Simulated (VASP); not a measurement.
Runs of VASP 6.6.1 on WSe2. The structure is that of space group P-6m2 (No. 187), or close to it. The cells are those of the table. 

```tsv
level	cell	smearing	gap on the mesh (eV)	pressure (GPa)	largest force (eV/Å)
PBE	a = 3.310, b = 3.310, c = 7.213 Å, angles 90.0, 90.0, 120.0°, 3 atoms	fermi-dirac 0.02 eV	1.38	2.6	0.34
r2SCAN	a = 3.297, b = 3.204, c = 7.184 Å, angles 90.0, 90.0, 121.0°, 3 atoms	gaussian 0.01 eV	1.41	(b)	0.02
r2SCAN	a = 3.310, b = 3.310, c = 7.213 Å, angles 90.0, 90.0, 120.0°, 3 atoms	gaussian 0.01 eV	1.50	(a)	0.02
PBE	a = 3.297, b = 3.204, c = 7.184 Å, angles 90.0, 90.0, 121.0°, 3 atoms	fermi-dirac 0.02 eV	1.27	6.6	0.36
```

Alike in all rows: task single point; potentials or basis VASP PAW PBE potentials, release 64 (W_sv, Se); no spin polarisation; k mesh 12 × 12 × 4; cutoff (eV) 520.

Question: Estimate the missing entries.

Answer: (a) 0.8; (b) 4.8.

Caveats: spin-orbit coupling is left out, which moves the levels of the heavy elements; this functional lacks dispersion, which binds the layers, so the pressure and a relaxed spacing across them are unreliable (some runs); the PAW data sets were made with another functional, which shifts forces and pressure a little (some runs).

A k mesh can miss the band edges, and the runs leave out spin-orbit coupling on Se, W.
